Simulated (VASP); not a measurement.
Here is a VASP 6.6.1 calculation.

File INCAR:

```
PREC = Accurate ; ENCUT = 600
EDIFF = 1E-8 ; ISMEAR = -1
SIGMA = 0.05 ; LREAL = False
LASPH = True ; NELM = 200
ALGO = Normal ; ISIF = 2
LWAVE = False ; LCHARG = True
ISPIN = 2 ; MAGMOM = 7 0
LORBIT = 11 ; LMAXMIX = 6
GGA = PS ; NBANDS = 22
IBRION = 8 ; NSW = 1
GGA_COMPAT = False
```

Contents of KPOINTS:

```
regular mesh
0
Gamma
  6 6 6
```

File POSCAR:

```
EuS
1.0
    0.0000000000      2.9785000000      2.9785000000
    2.9785000000      0.0000000000      2.9785000000
    2.9785000000      2.9785000000      0.0000000000
Eu S
1 1
Direct
    0.0000000000      0.0000000000      0.0000000000
    0.5000000000      0.5000000000      0.5000000000
```

Potentials or basis: VASP PAW PBE potentials, release 64 (Eu, S).

Command:

```sh
$ cat potpaw_PBE.64/Eu/POTCAR potpaw_PBE.64/S/POTCAR > POTCAR
$ mpirun -np 1 vasp_std > vasp.out
```

(1) Estimate the highest phonon frequency at Γ, LO-TO splitting left out.

(2) Estimate the site moments.

(3) Predict the net moment.

## Answers

(1) 169 cm⁻¹.

(2) Eu +6.59; S -0.07 μB.

(3) 6.97 μB per cell.

Caveat: the cell stands under pressure or tension, which shifts response properties; a cell with one magnetic atom can't hold antiferromagnetic order, which such compounds often take.
